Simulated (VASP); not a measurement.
## FeAu: single point with PBE

FeAu:

```
Au Fe
1.0
     1.41175    0.81507    4.46945
    -1.41175    0.81507    4.46945
     0.00000   -1.63015    4.46945
Au Fe
1 1
Direct
  0.00000 0.00000 0.00000
  0.50000 0.50000 0.50000
```

```json
{"Program": "VASP 6.6.1", "Task": "single point", "Functional": "PBE", "Potentials or basis": "VASP PAW PBE potentials, release 64 (Au, Fe)", "Cutoff": "520 eV", "k mesh": "11 × 11 × 11", "Occupations": "fermi-dirac, width 0.05 eV", "Spin": "collinear spin, ferromagnetic start", "Starting moments": "[0.0, 3.0] μB", "Dipole correction": "no", "Further INCAR settings": "ALGO = Fast; EDIFF = 1e-06; NBANDS = 20"}
```

The pressure is -1.2 GPa. The net moment is 2.90 μB per cell and the site moments are Au +0.04; Fe +2.89 μB. The valence electrons inside the program's atomic spheres are Au 9.74; Fe 6.83.

Stress tensor (GPa, compression positive):
```
-1.73  0.00  0.00
 0.00 -1.73  0.00
 0.00  0.00 -0.26
```

Levels at points of the mesh, in eV from the Fermi level:
Spin up:
```
           k point  band 9  band 10  band 11  band 12  band 13  band 14
(0.00, 0.00, 0.00)   -2.29    -1.62    -1.62    -0.70     4.14    14.81
```
Spin down:
```
           k point  band 5  band 6  band 7  band 8  band 9  band 10  band 11  band 12
(0.00, 0.00, 0.00)   -3.42   -3.42   -1.26   -0.61    0.30     0.30     1.23     1.23
```

Wall time 2.5 min on 1 thread of Intel(R) Xeon(R) 6975P-C (Granite Rapids), with other jobs on the host, peak memory 0.35 GiB.

Caveat: spin-orbit coupling is left out, which moves the levels of the heavy elements.
